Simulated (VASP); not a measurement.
Set up this calculation in VASP 6.6.1, as the native input.

| Item | Value |
| --- | --- |
| Task | single point |
| Functional | PBE |
| Potentials or basis | VASP PAW PBE potentials, release 64 (Li_sv, H) |
| Cutoff | 520 eV |
| k mesh | 4 × 4 × 4 |
| Occupations | gaussian, width 0.05 eV |
| Spin | no spin polarisation |
| Dipole correction | no |
| Further INCAR settings | LREAL = Auto; ALGO = Normal; EDIFF = 1e-07; NBANDS = 38 |

The structure of Li16H (a cell with a defect) lies in POSCAR:

```
Li16H
1.0
    6.9800000000      0.0000000000      0.0000000000
    0.0000000000      6.9800000000      0.0000000000
    0.0000000000      0.0000000000      6.9800000000
Li H
16 1
Direct
   -0.0049230659     -0.0233773639      0.0001265043
    0.5220085960      0.0171500000     -0.0000604585
   -0.0051378223      0.5229203438      0.0001532951
    0.0105617479     -0.0105616046      0.5003095989
    0.2424044413      0.2501885387      0.2396276504
    0.5219836676      0.4823772206     -0.0000498567
    0.4804073066      0.0065151862      0.4999853868
    0.7667991404      0.2499759312      0.2622782235
    0.0105372493      0.5102424069      0.5003212034
    0.2523723496      0.7500825215      0.2200902579
    0.2422355301      0.2502024355      0.7598276504
    0.4802537249      0.4933113181      0.4999997135
    0.7300465616      0.7499591691      0.2652680516
    0.7670222063      0.2499925501      0.7370744986
    0.2526906877      0.7501100287      0.7790872493
    0.7301217765      0.7499673352      0.7337563037
    0.1171766476      0.7497128940     -0.0004823782
```

These files were run (other wordings do the same):

INCAR

```
PREC = Accurate
ENCUT = 520
EDIFF = 1E-7
ISMEAR = 0
SIGMA = 0.05
LREAL = Auto
LASPH = T
NELM = 60
ALGO = Normal
ISIF = 2
LWAVE = F
LCHARG = F
GGA = PE
NBANDS = 38
```

KPOINTS

```
regular mesh
0
Gamma
  4 4 4
```

Potentials or basis: VASP PAW PBE potentials, release 64 (Li_sv, H).

Launch:

```bash
$ cat potpaw_PBE.64/Li_sv/POTCAR potpaw_PBE.64/H/POTCAR > POTCAR
$ mpirun -np 1 vasp_std > vasp.out
```

It gave:

The largest force is 0.017 eV/Å and the band gap on the k mesh is zero (an odd number of electrons rules out a gap without spin polarisation).

Wall time 19 min on 1 thread of Intel(R) Xeon(R) Platinum 8375C CPU @ 2.90GHz (Ice Lake) (shared host), peak memory 0.53 GiB.
